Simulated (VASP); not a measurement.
A run of VASP 6.6.1 is set up as follows.

Contents of INCAR:

```
SYSTEM = Ti
PREC = Accurate ; ENCUT = 500
EDIFF = 1E-6 ; ISMEAR = -1
SIGMA = 0.05 ; LREAL = .False.
LASPH = .True. ; NELM = 120
ALGO = Normal ; ISIF = 2
LWAVE = .False. ; LCHARG = .False.
GGA = PS ; NBANDS = 12
GGA_COMPAT = .False.
```

KPOINTS

```
Automatic mesh
0
Gamma
  10 10 10
  0 0 0
```

Contents of POSCAR:

```
Ti
1.0
   -1.6245900000      1.6245900000      1.6410000000
    1.6245900000     -1.6245900000      1.6410000000
    1.6574100000      1.6574100000     -1.6410000000
Ti
1
Direct
    0.0000000000      0.0000000000      0.0000000000
```

Potentials or basis: VASP PAW PBE potentials, release 64 (Ti_sv).

Command:

```console
$ cat potpaw_PBE.64/Ti_sv/POTCAR > POTCAR
$ mpirun -np 1 vasp_std > vasp.out
```

Q: Estimate the band gap on the k mesh.

A: Zero (band 6 reaches 8.68 eV, above the bottom of band 7 at 7.14 eV).

Q: Predict the pressure.

A: -6.9 GPa.

Stress tensor (GPa, compression positive):
```
-6.90 -0.74  0.00
-0.74 -6.90  0.00
 0.00  0.00 -6.90
```

Caveat: the PAW data sets were made with another functional, which shifts forces and pressure a little.
